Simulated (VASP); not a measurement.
Crystal: Au.

```xyz
2
Lattice="2.7966 0.0000 0.0000 -0.0129 2.8013 0.0000 -1.1303 -1.1775 4.8910" Properties=species:S:1:pos:R:3 pbc="T T T"
Au    1.5634    1.5428    1.3404
Au    0.0901    0.0810    3.5506
```

This cell differs from its parent crystal: volume scaled by 0.98.

Base run:

- Program: VASP 6.6.1
- Functional: LDA
- Potentials or basis: VASP PAW LDA potentials, release 64 (Au)
- Cutoff: 520 eV
- k mesh: 10 × 10 × 6
- Occupations: fermi-dirac, width 0.05 eV
- Spin: no spin polarisation

Its results: band gap on the k mesh zero (band 11 reaches 10.60 eV, above the bottom of band 12 at 5.64 eV); pressure -9.4 GPa; largest force 0.135 eV/Å.

Question: The run is repeated on the same cell with these changes: functional from LDA to PBEsol; potentials or basis from VASP PAW LDA potentials, release 64 (Au) to VASP PAW PBE potentials, release 64 (Au). What comes out?

Answer: Band gap on the k mesh zero (band 11 reaches 10.63 eV, above the bottom of band 12 at 5.67 eV); pressure -5.9 GPa; largest force 0.110 eV/Å.

Caveats: spin-orbit coupling is left out, which moves the levels of the heavy elements; the PAW data sets were made with another functional, which shifts forces and pressure a little (some runs).
